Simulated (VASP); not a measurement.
Write the native input for VASP 6.6.1 that does the following.

| Quantity | Value |
| --- | --- |
| Task | single point |
| Functional | PBE |
| Potentials or basis | VASP PAW PBE potentials, release 64 (Cs_sv) |
| Cutoff | 520 eV |
| k mesh | 8 × 8 × 5 |
| Occupations | fermi-dirac, width 0.05 eV |
| Spin | no spin polarisation |
| Dipole correction | no |
| Further INCAR settings | ALGO = Normal; EDIFF = 1e-06; NBANDS = 16 |

The structure of Cs lies in POSCAR:

```
Cs
1.0
    5.2075958901      0.0000000000      0.0000000000
   -2.6037979450      4.5099103334      0.0000000000
    0.0000000000      0.0000000000      8.4363053419
Cs
2
Direct
    0.3333333333      0.6666666667      0.2500000000
    0.6666666667      0.3333333333      0.7500000000
```

One way to write it, as run:

INCAR

```
PREC = Accurate
ENCUT = 520
EDIFF = 1E-6
ISMEAR = -1
SIGMA = 0.05
LREAL = F
LASPH = T
NELM = 100
ALGO = Normal
ISIF = 2
LWAVE = F
LCHARG = T
GGA = PE
LELF = T
LVHAR = T
NBANDS = 16
```

KPOINTS

```
regular mesh
0
Gamma
  8 8 5
```

Potentials or basis: VASP PAW PBE potentials, release 64 (Cs_sv).

Command:

```sh
$ cat potpaw_PBE.64/Cs_sv/POTCAR > POTCAR
$ mpirun -np 1 vasp_std > vasp.out
```

It gave:

```yaml
Pressure: 0.4 GPa
Band_gap_on_the_k_mesh: zero (band 9 reaches 1.37 eV, above the bottom of band 10 at 0.00 eV)
```

Caveat: spin-orbit coupling is left out, which moves the levels of the heavy elements.

It took 66 s on 1 thread of Intel Xeon 6975P-C (shared host), peak memory 0.33 GiB.
